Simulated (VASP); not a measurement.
A run of VASP 6.6.1 is set up as follows.

Contents of POSCAR:

```
AlN
1.0
    0.0000000000      1.9784910831      2.0521721466
    1.9784910831      0.0000000000      2.0521721466
    1.9784910831      1.9784910831      0.0000000000
Al N
1 1
Direct
    0.0000000000      0.0000000000      0.0000000000
    0.5000000000      0.5000000000      0.5000000000
```

Contents of INCAR.step1:

```
SYSTEM = AlN
PREC = Accurate
ENCUT = 520
ISMEAR = 0
SIGMA = 0.01
LREAL = .FALSE.
LASPH = .TRUE.
NELM = 80
NBANDS = 11
GGA = PE
ALGO = Normal
EDIFF = 1E-4
LWAVE = .TRUE.
LCHARG = .FALSE.
```

The input INCAR.step2:

```
SYSTEM = AlN
PREC = Accurate
ENCUT = 520
EDIFF = 1E-7
ISMEAR = 0
SIGMA = 0.01
LREAL = .FALSE.
LASPH = .TRUE.
NELM = 80
ALGO = Normal
ISIF = 2
LWAVE = .FALSE.
LCHARG = .FALSE.
METAGGA = R2SCAN
LMIXTAU = .TRUE.
NBANDS = 11
ISTART = 1
```

Contents of KPOINTS:

```
regular mesh
0
G
  10 10 10
  0 0 0
```

Potentials or basis: VASP PAW PBE potentials, release 64 (Al, N).

The run is started by

```console
$ cat potpaw_PBE.64/Al/POTCAR potpaw_PBE.64/N/POTCAR > POTCAR
$ cp INCAR.step1 INCAR
$ mpirun -np 1 vasp_std > vasp.out
$ cp INCAR.step2 INCAR
$ mpirun -np 1 vasp_std > vasp.out
```

Question: Estimate the band gap on the k mesh.

Answer: 5.50 eV, indirect (least direct gap 6.75 eV).

Question: Predict the pressure.

Answer: 6.8 GPa.

Stress tensor (GPa, compression positive):
```
10.74  0.00  0.00
 0.00 10.74  0.00
 0.00  0.00 -0.95
```

Caveat: the cell differs from its parent crystal (epitaxial xy strain -2.0%); the PAW data sets were made with another functional, which shifts forces and pressure a little. A k mesh can miss the band edges.
